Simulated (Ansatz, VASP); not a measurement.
C in VASP and in Ansatz

Contents of INCAR:

```
SYSTEM = C
ALGO = Normal
EDIFF = 1E-6
ENCUT = 520
ISIF = 2
ISMEAR = 0
LASPH = .True.
LCHARG = .False.
LREAL = .False.
LWAVE = .False.
NBANDS = 26
NELM = 100
PREC = Accurate
SIGMA = 0.03
```

KPOINTS

```
k-points
0
Gamma
  15 15 3
  0 0 0
```

The input POSCAR:

```
C
1.0
   -1.2226660053     -2.1164534110      0.0000000000
    1.2226660053     -2.1164534110      0.0000000000
    0.4075553351     -1.1758074506     13.4515291704
C
8
Direct
    0.3194075448      0.2777408781      0.1250000000
    0.7916297670      0.6666297670      0.3750000000
    0.2638519893      0.0555186559      0.6250000000
    0.7360742115      0.4444075448      0.8750000000
    0.6528146774      0.6111480107      0.1250000000
    0.1250368996      0.0000368996      0.3750000000
    0.5972591219      0.3889257885      0.6250000000
    0.0694813441     -0.2221853226      0.8750000000
```

Input for Ansatz:

```yaml
crystal:
  lattice:
    - [-1.2226660053, -2.116453411, 0.0]
    - [1.2226660053, -2.116453411, 0.0]
    - [0.4075553351, -1.1758074506, 13.4515291704]
  atoms:
    - { symbol: C, position: [0.3194075448, 0.2777408781, 0.125] }
    - { symbol: C, position: [0.791629767, 0.666629767, 0.375] }
    - { symbol: C, position: [0.2638519893, 0.0555186559, 0.625] }
    - { symbol: C, position: [0.7360742115, 0.4444075448, 0.875] }
    - { symbol: C, position: [0.6528146774, 0.6111480107, 0.125] }
    - { symbol: C, position: [0.1250368996, 3.68996e-05, 0.375] }
    - { symbol: C, position: [0.5972591219, 0.3889257885, 0.625] }
    - { symbol: C, position: [0.0694813441, -0.2221853226, 0.875] }
basis:
  ecutwfc: 520.0
kpoints:
  mp_grid: { grid: [15, 15, 3] }
hamiltonian:
  xc: lda
  pseudopotentials: { kind: paw, azcp: { folder: soft_1 } }
scf:
  occupations: { method: gaussian, width: 0.03 }
output:
  forces: true
  stress: true
  eigenvalues: true
```

Alike in both runs: task single point; functional LDA; k mesh 15 × 15 × 3; occupations gaussian, width 0.03 eV; no spin polarisation.

|  | VASP | Ansatz |
| --- | --- | --- |
| version | VASP 6.6.1 | Ansatz 0.2.0 |
| potentials or method | VASP PAW LDA potentials, release 64 (C), cutoff 520 eV | scalar-relativistic, plane waves, PAW |
| valence electrons in the cell | 32 | 32 |

VASP gave:

```
gap on the k mesh at the Fermi level (eV)                     : 0.09
least direct gap on the mesh (eV)                             : 0.09
pressure (GPa)                                                : 0.9
traceless stress, the component that is largest in VASP (GPa) : -1.06
rms of the force components (eV/Å)                            : 0.005
```

**Question.** Which values does Ansatz return?

**Answer.** gap on the k mesh at the Fermi level (eV): 0.09; least direct gap on the mesh (eV): 0.09; pressure (GPa): 0.0; traceless stress, the component that is largest in VASP (GPa): -0.04; rms of the force components (eV/Å): 0.005.

Ansatz warns that its potentials were made for another functional, while VASP's fit it. LDA's correlation is that of Perdew and Zunger in VASP and of Perdew and Wang (1992) in Ansatz. Atom by atom the forces differ by 0.000 eV/Å (rms over components).
